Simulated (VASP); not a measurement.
# Cr: single point with PBE

Cr:

```xyz
3
Lattice="4.0511 0.0000 0.0000 -2.0256 3.5084 0.0000 0.0000 0.0000 2.2014" Properties=species:S:1:pos:R:3 pbc="T T T"
Cr    0.0000    0.0000    0.0000
Cr    0.0000    2.3389    1.1007
Cr    2.0256    1.1695    1.1007
```

This isn't the form of Cr at room conditions, which is bcc.

- Program: VASP 6.6.1
- Task: single point
- Functional: PBE
- Potentials or basis: VASP PAW PBE potentials, release 64 (Cr_sv)
- Cutoff: 700 eV
- k mesh: 10 × 10 × 14
- Occupations: fermi-dirac, width 0.1 eV
- Spin: collinear spin, ferromagnetic start
- Starting moments: [2.0, 2.0, 2.0] μB
- Dipole correction: no
- Further INCAR settings: ALGO = Normal; EDIFF = 1e-06; NBANDS = 32

| Quantity | Value |
| --- | --- |
| Pressure | 38.1 GPa |
| Band gap on the k mesh | zero (filled and empty bands overlap) |
| Net moment | 0.00 μB per cell |
| Valence electrons inside the program's atomic spheres | Cr 11.91, 11.97 (each value once) |

Levels at points of the mesh, in eV from the Fermi level:
Spin up:
```
           k point  band 18  band 19  band 20  band 21  band 22  band 23  band 24  band 25
(0.00, 0.00, 0.00)    -2.37    -2.37    -2.10    -0.42    -0.42     1.49     1.49     1.55
(0.50, 0.00, 0.00)    -2.39    -2.06    -1.96     0.68     0.79     1.63     1.65     1.72
(0.00, 0.00, 0.50)    -1.78    -1.09    -1.09     0.08     0.08     1.85     1.85     2.33
(0.50, 0.00, 0.50)    -1.74    -1.56    -0.21    -0.16     1.02     1.16     1.82     1.84
```
Spin down:
| k point | band 17 | band 18 | band 19 | band 20 | band 21 | band 22 | band 23 | band 24 | band 25 | band 26 |
| --- | --- | --- | --- | --- | --- | --- | --- | --- | --- | --- |
| (0.00, 0.00, 0.00) | -2.43 | -2.37 | -2.37 | -2.10 | -0.42 | -0.42 | 1.49 | 1.49 | 1.55 | 1.55 |
| (0.50, 0.00, 0.00) | -2.82 | -2.39 | -2.06 | -1.96 | 0.68 | 0.79 | 1.63 | 1.65 | 1.72 | 2.09 |
| (0.00, 0.00, 0.50) | -2.68 | -1.78 | -1.09 | -1.09 | 0.08 | 0.08 | 1.85 | 1.85 | 2.33 | 2.33 |
| (0.50, 0.00, 0.50) | -2.26 | -1.74 | -1.56 | -0.21 | -0.16 | 1.02 | 1.16 | 1.82 | 1.84 | 2.96 |

It took 2.9 min on 1 thread of Intel(R) Xeon(R) 6975P-C (Granite Rapids), with other jobs on the host, peak memory 0.34 GiB.

Caveat: the cell stands under pressure; the moments typed at the start vanished in this run.
